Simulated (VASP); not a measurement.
Runs of VASP 6.6.1 on Ti. The structure is that of space group R-3m (No. 166), or close to it. The cells are those of the table. 

```csv
task,cell,k mesh,cutoff (eV),gap on the mesh (eV),pressure (GPa),largest force (eV/Å)
relaxation of cell and atoms,"relaxed from a = 7.576 Å, angles 23.2°, 3 atoms",6 × 6 × 6,600,none,-0.2,0.02
single point,"a = 7.265 Å, angles 23.2°, 3 atoms",6 × 6 × 6,520,none,-0.2,-
single point,"a = 7.576 Å, angles 23.2°, 3 atoms",6 × 6 × 6,520,none,-11.2,0.07
single point,"a = 7.228 Å, angles 23.4°, 3 atoms",18 × 18 × 18,520,none,(a),-
```

Alike in all rows: level PBE; potentials or basis VASP PAW PBE potentials, release 64 (Ti_sv); no spin polarisation; smearing gaussian 0.1 eV.

Q: Estimate the missing entries.

A: (a) -0.3.

Caveats: some runs use coarse meshes.

A gap of «none» marks levels without a gap at the run's occupations.
